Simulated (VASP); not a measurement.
Input of a VASP 6.6.1 run:

Contents of INCAR:

```
SYSTEM = HfN
PREC = Accurate
ENCUT = 520
EDIFF = 1E-6
ISMEAR = 0
SIGMA = 0.15
LREAL = .False.
LASPH = .True.
NELM = 100
ALGO = Normal
ISIF = 2
LWAVE = .False.
LCHARG = .False.
GGA = PS
NBANDS = 14
```

KPOINTS

```
regular mesh
0
Gamma
  18 18 18
  0 0 0
```

The input POSCAR:

```
HfN
1.0
    0.0000000000      2.3606550000      2.2590000000
    2.3606550000      0.0000000000      2.2590000000
    2.3606550000      2.3606550000      0.0000000000
Hf N
1 1
Direct
    0.0000000000      0.0000000000      0.0000000000
    0.5000000000      0.5000000000      0.5000000000
```

Potentials or basis: VASP PAW PBE potentials, release 64 (Hf_pv, N).

Launch:

```bash
$ cat potpaw_PBE.64/Hf_pv/POTCAR potpaw_PBE.64/N/POTCAR > POTCAR
$ mpirun -np 1 vasp_std > vasp.out
```

Estimate the pressure.

-23.7 GPa.

Stress tensor (GPa, compression positive):
```
-28.47   0.00   0.00
  0.00 -28.47   0.00
  0.00   0.00 -14.05
```

Caveat: the cell differs from its parent crystal (strain +0.0450 x Voigt [1, 1, 0, 0, 0, 0]); the PAW data sets were made with another functional, which shifts forces and pressure a little.
